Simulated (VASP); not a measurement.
## Cr: single point with LDA

Crystal: Cr.

```
CELL_PARAMETERS angstrom
2.71400 0.00000 0.00000
1.35700 2.35039 0.00000
0.00000 0.00000 8.82000
ATOMIC_POSITIONS crystal
Cr 0.66667 0.66667 0.12500
Cr 0.66667 0.66667 0.62500
Cr 0.33333 0.33333 0.37500
Cr 0.33333 0.33333 0.87500
```

This isn't the form of Cr at room conditions, which is bcc.

```json
{
  "Program": "VASP 6.6.1",
  "Task": "single point",
  "Functional": "LDA",
  "Potentials or basis": "VASP PAW LDA potentials, release 64 (Cr_pv)",
  "Cutoff": "520 eV",
  "k mesh": "11 × 11 × 3",
  "Occupations": "fermi-dirac, width 0.03 eV",
  "Spin": "collinear spin, ferromagnetic start",
  "Starting moments": "[3.0, 3.0, 3.0, 3.0] μB"
}
```

- Pressure: -39.0 GPa
- Net moment: 1.12 μB per cell
- Site moments: Cr +0.26 μB
- Valence electrons inside the program's atomic spheres: Cr 10.73

Stress tensor (GPa, compression positive):
```
-41.73   0.00   0.00
  0.00 -41.73   0.00
  0.00   0.00 -33.42
```

Levels at points of the mesh, in eV from the Fermi level:
Spin up:
```
           k point  band 21  band 22  band 23  band 24  band 25  band 26  band 27  band 28
(0.00, 0.00, 0.00)    -0.47    -0.47    -0.41    -0.41    -0.41    -0.04    -0.04     0.41
```
Spin down:
| k point | band 21 | band 22 | band 23 | band 24 | band 25 | band 26 | band 27 | band 28 |
| --- | --- | --- | --- | --- | --- | --- | --- | --- |
| (0.00, 0.00, 0.00) | -0.26 | -0.26 | -0.22 | -0.20 | -0.20 | 0.18 | 0.18 | 0.64 |

Run time: 5.8 min on 1 thread of AMD EPYC 7R13 (shared host), peak memory 0.19 GiB.

Caveat: the cell stands under tension.
